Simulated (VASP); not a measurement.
Write the native input for VASP 6.6.1 that does the following.

```
Task                   : relaxation of cell and atoms
Functional             : PBE
Potentials or basis    : VASP PAW PBE potentials, release 64 (Zr_sv, W_sv, N)
Cutoff                 : 600 eV
k mesh                 : 18 × 18 × 18
Occupations            : gaussian, width 0.1 eV
Spin                   : no spin polarisation
Dipole correction      : no
Further INCAR settings : ALGO = Normal; EDIFF = 1e-07; IBRION = 2; EDIFFG = -0.01; NSW = 100; ISIF = 3
```

The structure of ZrWN2 lies in POSCAR:

```
ZrWN2
1.0
    1.5899513350      0.9179588313      5.0558921228
   -1.5899513350      0.9179588313      5.0558921228
    0.0000000000     -1.8359176625      5.0558921228
Zr W N
1 1 2
Direct
    0.5000000000      0.5000000000      0.5000000000
    0.0000000000      0.0000000000      0.0000000000
    0.7462395425      0.7462395425      0.7462395425
    0.2537604575      0.2537604575      0.2537604575
```

The input as run:

INCAR

```
SYSTEM = ZrWN2
PREC = Accurate ; ENCUT = 600
EDIFF = 1E-7 ; ISMEAR = 0
SIGMA = 0.1 ; LREAL = .FALSE.
LASPH = .TRUE. ; NELM = 100
ALGO = Normal ; ISIF = 3
LWAVE = .FALSE. ; LCHARG = .FALSE.
GGA = PE ; IBRION = 2
NSW = 100 ; EDIFFG = -0.01
```

KPOINTS

```
Automatic mesh
0
G
  18 18 18
  0 0 0
```

Potentials or basis: VASP PAW PBE potentials, release 64 (Zr_sv, W_sv, N).

Launch:

```sh
$ cat potpaw_PBE.64/Zr_sv/POTCAR potpaw_PBE.64/W_sv/POTCAR potpaw_PBE.64/N/POTCAR > POTCAR
$ mpirun -np 1 vasp_std > vasp.out
```

Results of the run:

* Relaxed volume: 11.09 Å³/atom
* Relaxed cell: a = 5.379 Å, b = 5.379 Å, c = 5.379 Å, α = 34.42°, β = 34.42°, γ = 34.42°
* Space group after relaxing (to 0.1 Å): R-3m (No. 166)
* Energy gained by relaxing: 0.1 meV/atom
* Ionic steps: 5
* Pressure after relaxing: 0.0 GPa
* Band gap on the k mesh: zero (bands 18 and 19 overlap by 2.45 eV)

Caveat: spin-orbit coupling is left out, which moves the levels of the heavy elements.

Run time: 80 min on 1 thread of AMD EPYC 9R45 96-Core Processor (Zen 5), on a shared host, peak memory 0.91 GiB.
